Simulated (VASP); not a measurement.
# TiO2 (I4_1/amd) in VASP: a series of runs, part 2 of 2

VASP 6.6.1.

**3. Single point, r2SCAN**

Contents of POSCAR:

```
TiO2
1.0
   -1.8912700000      1.8912700000      4.8075110000
    1.8912700000     -1.8912700000      4.8075110000
    1.8912700000      1.8912700000     -4.8075110000
Ti O
2 4
Direct
    0.0000000000      0.0000000000      0.0000000000
    0.7500000000      0.2500000000      0.5000000000
    0.9571520000      0.4571520000      0.5000000000
    0.2071520000      0.2071520000      0.0000000000
    0.5428480000      0.0428480000      0.5000000000
    0.7928480000      0.7928480000      0.0000000000
```

Contents of INCAR.step1:

```
PREC     = Accurate       # precision mode
ENCUT    = 520            # plane-wave cutoff, eV
ISMEAR   = 0              # smearing method
SIGMA    = 0.01           # smearing width, eV
LREAL    = F              # projectors in reciprocal space
LASPH    = T              # aspherical terms in the spheres
NELM     = 80             # most SCF steps
NBANDS   = 33             # bands
GGA      = PE             # functional
ALGO     = Normal         # electronic algorithm
EDIFF    = 1E-4           # SCF threshold, eV
LWAVE    = T              # write WAVECAR
LCHARG   = F              # write CHGCAR
```

Contents of INCAR.step2:

```
PREC     = Accurate       # precision mode
ENCUT    = 520            # plane-wave cutoff, eV
EDIFF    = 1E-7           # SCF threshold, eV
ISMEAR   = 0              # smearing method
SIGMA    = 0.01           # smearing width, eV
LREAL    = F              # projectors in reciprocal space
LASPH    = T              # aspherical terms in the spheres
NELM     = 80             # most SCF steps
ALGO     = Normal         # electronic algorithm
ISIF     = 2              # what is computed and relaxed
LWAVE    = F              # write WAVECAR
LCHARG   = F              # write CHGCAR
METAGGA  = R2SCAN         # meta-GGA
LMIXTAU  = T            
NBANDS   = 33             # bands
ISTART   = 1
```

Contents of KPOINTS:

```
Automatic mesh
0
Gamma
  6 6 8
```

Potentials or basis: VASP PAW PBE potentials, release 64 (Ti_sv, O).

Started as:

```bash
cat potpaw_PBE.64/Ti_sv/POTCAR potpaw_PBE.64/O/POTCAR > POTCAR
cp INCAR.step1 INCAR
mpirun -np 1 vasp_std > vasp.out
cp INCAR.step2 INCAR
mpirun -np 1 vasp_std > vasp.out
```

OUTCAR:

```text
PREC = Accurate
   ENCUT = 520
   EDIFF = 1E-7
   ISMEAR = 0
   LREAL = F
   LASPH = T
   NELM = 80
   ISIF = 2
   METAGGA = R2SCAN
   ISTART = 1

 ion  position               nearest neighbor table
   1  0.000  0.000  0.000-   5 1.94   3 1.94   5 1.94   3 1.94   4 1.99   6 1.99
   2  0.750  0.250  0.500-   6 1.94   4 1.94   6 1.94   4 1.94   3 1.99   5 1.99
   3  0.957  0.457  0.500-   1 1.94   1 1.94   2 1.99
   4  0.207  0.207  0.000-   2 1.94   2 1.94   1 1.99
   5  0.543  0.043  0.500-   1 1.94   1 1.94   2 1.99
   6  0.793  0.793  0.000-   2 1.94   2 1.94   1 1.99

  LATTYP: Found a body centered tetragonal cell.
 ALAT       =     3.7825400000
 C/A-ratio  =     2.5419485319

  Lattice vectors:

 A1 = (  -1.8912700000,   1.8912700000,   4.8075110000)
 A2 = (   1.8912700000,  -1.8912700000,   4.8075110000)
 A3 = (   1.8912700000,   1.8912700000,  -4.8075110000)

Analysis of symmetry for initial positions (statically):
=====================================================================
 Subroutine PRICEL returns:
 Original cell was already a primitive cell.

 Routine SETGRP: Setting up the symmetry group for a
 body centered tetragonal supercell.

 Subroutine GETGRP returns: Found 16 space group operations
 (whereof  8 operations were pure point group operations)
 out of a pool of 16 trial point group operations.

The static configuration has the point symmetry D_2d.
 The point group associated with its full space group is D_4h.

Analysis of symmetry for dynamics (positions and initial velocities):
=====================================================================
 Subroutine PRICEL returns:
 Original cell was already a primitive cell.

 Routine SETGRP: Setting up the symmetry group for a
 body centered tetragonal supercell.

[... 153 lines left out ...]
   IMIX   =      4    mixing-type and parameters
     AMIX     =   0.40;   BMIX     =  1.00
     AMIX_MAG =   1.60;   BMIX_MAG =  1.00
  volume/ion in A,a.u.               =      11.46        77.36
  Fermi-wavevector in a.u.,A,eV,Ry     =   1.452088  2.744048 28.688676  2.108558
  Thomas-Fermi vector in A             =   2.569510
   LORBIT       =      0    0 simple, 1 ext, 2 COOP (PROOUT), +10 PAW based schemes
   METAGGA = R2SCAN    functional components
   LHFCALC =     F    Hartree Fock is set to
   AEXX    =    0.0000 exact exchange contribution
   IVDW    =     0    specifies the selected vdW correction
   LEPSILON=     F    determine dielectric tensor
   LRPA    =     F    only Hartree local field effects (RPA)
 non-spin polarized calculation
 Gauss-broadening in eV      SIGMA  =   0.01
  energy-cutoff  :      520.00
  volume of cell :       68.78
 maximum number of plane-waves:      1872
 NGX is ok and might be reduce to    42
   NGX = 21   NGY = 21   NGZ = 21

 number of electron      47.9999994 magnetization

 Free energy of the ion-electron system (eV)
  ---------------------------------------------------
  ext. energy  EPLUGINS =         0.00000000
  ---------------------------------------------------
  free energy    TOTEN  =       -69.86003322 eV

  energy without entropy =      -69.86003322  energy(sigma->0) =      -69.86003322

 E-fermi :   2.9996     XC(G=0): -11.4133

 val. band max:        2.9278425394   @ k =   0.0000   0.0000   0.3750
 cond. band min:       5.5083461614   @ k =   0.0000   0.0000   0.0000
 fundamental gap:      2.5805036220
 Fermi energy:         2.9995872522

 k-point     1 :       0.0000    0.0000    0.0000
  band No.  band energies     occupation
      1     -55.6433      2.00000
      2     -55.5862      2.00000
      3     -31.0507      2.00000
      4     -30.8087      2.00000
      5     -30.8087      2.00000
      6     -30.7417      2.00000
[... 853 lines left out ...]
     32       9.2321      0.00000
     33       9.7500      0.00000

 [... further k-points ...]

------------------------ aborting loop because EDIFF is reached ----------------------------------------

  FORCE on cell =-STRESS in cart. coord.  units (eV):
  Direction    XX          YY          ZZ          XY          YZ          ZX
  --------------------------------------------------------------------------------------
  -------------------------------------------------------------------------------------
  Total        0.0634838      0.0634838     -0.1785737      0.0000000     -0.0000000      0.0000000
  in kB        1.4787209      1.4787209     -4.1594966      0.0000000     -0.0000000      0.0000000
  external PRESSURE =      -0.4006849 kB  Pullay stress =       0.0000000 kB

 VOLUME and BASIS-vectors are now :
 -----------------------------------------------------------------------------
  energy-cutoff  :      520.00
  volume of cell :       68.78
      direct lattice vectors                 reciprocal lattice vectors
    -1.891270000  1.891270000  4.807511000     0.000000000  0.264372617  0.104003922
     1.891270000 -1.891270000  4.807511000     0.264372617  0.000000000  0.104003922
     1.891270000  1.891270000 -4.807511000     0.264372617  0.264372617  0.000000000

 POSITION                                       TOTAL-FORCE (eV/Angst)
 -----------------------------------------------------------------------------------
      0.00000      0.00000      0.00000        -0.000000     -0.000000      0.000000
      0.00000      1.89127      2.40376        -0.000000     -0.000000      0.000000
      0.00000      1.89127      4.39553         0.000000      0.000000     -0.013034
      0.00000      0.00000      1.99177        -0.000000     -0.000000     -0.013034
      0.00000      1.89127      0.41198         0.000000      0.000000      0.013034
      0.00000      0.00000      7.62325        -0.000000     -0.000000      0.013034
 -----------------------------------------------------------------------------------
    total drift:                               -0.000000      0.000000      0.000000

  FREE ENERGIE OF THE ION-ELECTRON SYSTEM (eV)
  ---------------------------------------------------
  free  energy   TOTEN  =       -69.8600332180 eV

  energy  without entropy=      -69.8600332180  energy(sigma->0) =      -69.86003322
```

OUTCAR.step1:

```text
PREC = Accurate
   ENCUT = 520
   ISMEAR = 0
   LREAL = F
[... 1126 lines left out ...]
      0.00000      1.89127      4.39553        -0.000000      0.000000      0.068724
      0.00000      0.00000      1.99177         0.000000     -0.000000      0.068724
      0.00000      1.89127      0.41198        -0.000000      0.000000     -0.068724
      0.00000      0.00000      7.62325         0.000000     -0.000000     -0.068724
 -----------------------------------------------------------------------------------
    total drift:                               -0.000000      0.000000      0.000000

  FREE ENERGIE OF THE ION-ELECTRON SYSTEM (eV)
  ---------------------------------------------------
  free  energy   TOTEN  =       -53.8461953339 eV

  energy  without entropy=      -53.8461953339  energy(sigma->0) =      -53.84619533
```

It took 12 min on 1 thread of Intel Xeon 6975P-C (Granite Rapids), shared host; peak memory 0.36 GiB.

What came out:

| Item | Value |
| --- | --- |
| Free energy | -69.8600 eV |
| Pressure | 0.0 GPa |
| Largest force | 0.013 eV/Å |
| Band gap on the k mesh | 2.58 eV (least direct gap 2.99 eV) |

Forces on the atoms (eV/Å):
```
Ti   0.000  0.000  0.000
Ti   0.000  0.000  0.000
O    0.000  0.000 -0.013
O    0.000  0.000 -0.013
O    0.000  0.000  0.013
O    0.000  0.000  0.013
```

Levels at points of the mesh, in eV from the valence-band top:
| k point | band 20 | band 21 | band 22 | band 23 | band 24 | band 25 | band 26 | band 27 | band 28 | band 29 |
| --- | --- | --- | --- | --- | --- | --- | --- | --- | --- | --- |
| (0.00, 0.00, 0.00) | -0.80 | -0.77 | -0.77 | -0.43 | -0.43 | 2.58 | 3.29 | 4.47 | 4.47 | 4.48 |
| (0.50, 0.00, 0.00) | -1.96 | -1.91 | -0.92 | -0.85 | -0.65 | 3.69 | 3.96 | 4.02 | 4.05 | 4.73 |
| (0.50, 0.50, 0.00) | -2.67 | -2.04 | -2.04 | -0.01 | -0.01 | 3.74 | 3.74 | 4.21 | 4.21 | 5.33 |
| (0.50, 0.50, 0.50) | -1.36 | -1.26 | -1.26 | -0.09 | -0.09 | 2.92 | 2.92 | 4.23 | 4.23 | 4.74 |

Caveat: the PAW data sets were made with another functional, which shifts forces and pressure a little.

**4. Single point, r2SCAN**

POSCAR is that of step 3.

Contents of INCAR.step1:

```
SYSTEM = TiO2
PREC = Accurate ; ENCUT = 520
ISMEAR = 0 ; SIGMA = 0.01
LREAL = .FALSE. ; LASPH = .TRUE.
NELM = 100 ; NBANDS = 33
GGA = PE ; ALGO = Normal
EDIFF = 1E-4 ; LWAVE = .TRUE.
LCHARG = .FALSE.
```

Contents of INCAR.step2:

```
SYSTEM = TiO2
PREC = Accurate ; ENCUT = 520
EDIFF = 1E-6 ; ISMEAR = 0
SIGMA = 0.01 ; LREAL = .FALSE.
LASPH = .TRUE. ; NELM = 100
ALGO = Normal ; ISIF = 2
LWAVE = .FALSE. ; LCHARG = .FALSE.
METAGGA = R2SCAN ; LMIXTAU = .TRUE.
NBANDS = 33 ; ISTART = 1
```

Contents of KPOINTS:

```
Automatic mesh
0
G
  6 6 8
  0 0 0
```

Potentials or basis: VASP PAW PBE potentials, release 64 (Ti_sv, O).

Started as:

```bash
cat potpaw_PBE.64/Ti_sv/POTCAR potpaw_PBE.64/O/POTCAR > POTCAR
cp INCAR.step1 INCAR
mpirun -np 1 vasp_std > vasp.out
cp INCAR.step2 INCAR
mpirun -np 1 vasp_std > vasp.out
```

OUTCAR:

```text
SYSTEM = TiO2
   PREC = Accurate
   ENCUT = 520
   EDIFF = 1E-6
   ISMEAR = 0
   LREAL = .FALSE.
   LASPH = .TRUE.
   NELM = 100
   ISIF = 2
   METAGGA = R2SCAN
   ISTART = 1

 ion  position               nearest neighbor table
   1  0.000  0.000  0.000-   5 1.94   3 1.94   5 1.94   3 1.94   4 1.99   6 1.99
   2  0.750  0.250  0.500-   6 1.94   4 1.94   6 1.94   4 1.94   3 1.99   5 1.99
   3  0.957  0.457  0.500-   1 1.94   1 1.94   2 1.99
   4  0.207  0.207  0.000-   2 1.94   2 1.94   1 1.99
   5  0.543  0.043  0.500-   1 1.94   1 1.94   2 1.99
   6  0.793  0.793  0.000-   2 1.94   2 1.94   1 1.99

  LATTYP: Found a body centered tetragonal cell.
 ALAT       =     3.7825400000
 C/A-ratio  =     2.5419485319

  Lattice vectors:

 A1 = (  -1.8912700000,   1.8912700000,   4.8075110000)
 A2 = (   1.8912700000,  -1.8912700000,   4.8075110000)
 A3 = (   1.8912700000,   1.8912700000,  -4.8075110000)

Analysis of symmetry for initial positions (statically):
=====================================================================
 Subroutine PRICEL returns:
[... 207 lines left out ...]
 cond. band min:       5.5081908830   @ k =   0.0000   0.0000   0.0000
 fundamental gap:      2.5804033520
 Fermi energy:         2.9994788254

 k-point     1 :       0.0000    0.0000    0.0000
  band No.  band energies     occupation
      1     -55.6434      2.00000
      2     -55.5864      2.00000
      3     -31.0509      2.00000
      4     -30.8089      2.00000
      5     -30.8088      2.00000
      6     -30.7419      2.00000
[... 853 lines left out ...]
     32       9.2320      0.00000
     33       9.7500      0.00000

 [... further k-points ...]

------------------------ aborting loop because EDIFF is reached ----------------------------------------

  FORCE on cell =-STRESS in cart. coord.  units (eV):
  Direction    XX          YY          ZZ          XY          YZ          ZX
  --------------------------------------------------------------------------------------
  -------------------------------------------------------------------------------------
  Total        0.0647875      0.0647875     -0.1778236      0.0000000      0.0000000     -0.0000000
  in kB        1.5090885      1.5090885     -4.1420243      0.0000000      0.0000000     -0.0000000
  external PRESSURE =      -0.3746157 kB  Pullay stress =       0.0000000 kB

 VOLUME and BASIS-vectors are now :
 -----------------------------------------------------------------------------
  energy-cutoff  :      520.00
  volume of cell :       68.78
      direct lattice vectors                 reciprocal lattice vectors
    -1.891270000  1.891270000  4.807511000     0.000000000  0.264372617  0.104003922
     1.891270000 -1.891270000  4.807511000     0.264372617  0.000000000  0.104003922
     1.891270000  1.891270000 -4.807511000     0.264372617  0.264372617  0.000000000

 POSITION                                       TOTAL-FORCE (eV/Angst)
 -----------------------------------------------------------------------------------
      0.00000      0.00000      0.00000        -0.000000     -0.000000     -0.000000
      0.00000      1.89127      2.40376        -0.000000     -0.000000     -0.000000
      0.00000      1.89127      4.39553         0.000000     -0.000000     -0.012988
      0.00000      0.00000      1.99177        -0.000000      0.000000     -0.012988
      0.00000      1.89127      0.41198         0.000000     -0.000000      0.012988
      0.00000      0.00000      7.62325        -0.000000      0.000000      0.012988
 -----------------------------------------------------------------------------------
    total drift:                               -0.000000      0.000000      0.000000

  FREE ENERGIE OF THE ION-ELECTRON SYSTEM (eV)
  ---------------------------------------------------
  free  energy   TOTEN  =       -69.8600331398 eV

  energy  without entropy=      -69.8600331398  energy(sigma->0) =      -69.86003314
```

OUTCAR.step1:

```text
SYSTEM = TiO2
   PREC = Accurate
   ENCUT = 520
   ISMEAR = 0
   LREAL = .FALSE.
   LASPH = .TRUE.
   NELM = 100
[... 1125 lines left out ...]
      0.00000      0.00000      1.99177         0.000000     -0.000000      0.068724
      0.00000      1.89127      0.41198        -0.000000      0.000000     -0.068724
      0.00000      0.00000      7.62325         0.000000     -0.000000     -0.068724
 -----------------------------------------------------------------------------------
    total drift:                               -0.000000      0.000000      0.000000

  FREE ENERGIE OF THE ION-ELECTRON SYSTEM (eV)
  ---------------------------------------------------
  free  energy   TOTEN  =       -53.8461953339 eV

  energy  without entropy=      -53.8461953339  energy(sigma->0) =      -53.84619533
```

OSZICAR.step1:

```text
N       E                     dE             d eps       ncg     rms          rms(c)
DAV:   1     0.661290473151E+03    0.66129E+03   -0.24153E+04  5346   0.169E+03
DAV:   2     0.306169705633E+02   -0.63067E+03   -0.58451E+03  5772   0.507E+02
DAV:   3    -0.661998262614E+02   -0.96817E+02   -0.95175E+02  7356   0.190E+02
DAV:   4    -0.709592508516E+02   -0.47594E+01   -0.47497E+01  8130   0.408E+01
DAV:   5    -0.711395809675E+02   -0.18033E+00   -0.18031E+00  6864   0.625E+00    0.320E+01
DAV:   6    -0.539988156455E+02    0.17141E+02   -0.78539E+01  7499   0.887E+01    0.110E+01
DAV:   7    -0.540706374484E+02   -0.71822E-01   -0.14932E+01  7086   0.326E+01    0.938E+00
DAV:   8    -0.539176171228E+02    0.15302E+00   -0.53732E-01  6986   0.618E+00    0.666E+00
DAV:   9    -0.539158016807E+02    0.18154E-02   -0.87324E-01  7391   0.107E+01    0.252E+00
DAV:  10    -0.538595613328E+02    0.56240E-01   -0.43745E-01  7330   0.658E+00    0.987E-01
DAV:  11    -0.538468352096E+02    0.12726E-01   -0.47628E-02  6992   0.154E+00    0.458E-01
DAV:  12    -0.538466217953E+02    0.21341E-03   -0.79213E-03  6306   0.996E-01    0.174E-01
DAV:  13    -0.538462158047E+02    0.40599E-03   -0.11844E-03  7367   0.368E-01    0.333E-02
DAV:  14    -0.538461953339E+02    0.20471E-04   -0.14659E-04  4144   0.130E-01
   1 F= -.53846195E+02 E0= -.53846195E+02  d E =-.742105-131
```

It took 12 min on 1 thread of Intel Xeon 6975P-C (Granite Rapids), shared host; peak memory 0.37 GiB.

Results:

```
Free energy            : -69.8600 eV
Pressure               : 0.0 GPa
Largest force          : 0.013 eV/Å
Band gap on the k mesh : 2.58 eV (least direct gap 2.99 eV)
```

Forces on the atoms (eV/Å):
```
Ti   0.000  0.000  0.000
Ti   0.000  0.000  0.000
O    0.000  0.000 -0.013
O    0.000  0.000 -0.013
O    0.000  0.000  0.013
O    0.000  0.000  0.013
```

Stress tensor (GPa, compression positive):
```
 0.15  0.00  0.00
 0.00  0.15  0.00
 0.00  0.00 -0.41
```

Caveat: the PAW data sets were made with another functional, which shifts forces and pressure a little. A k mesh can miss the band edges.
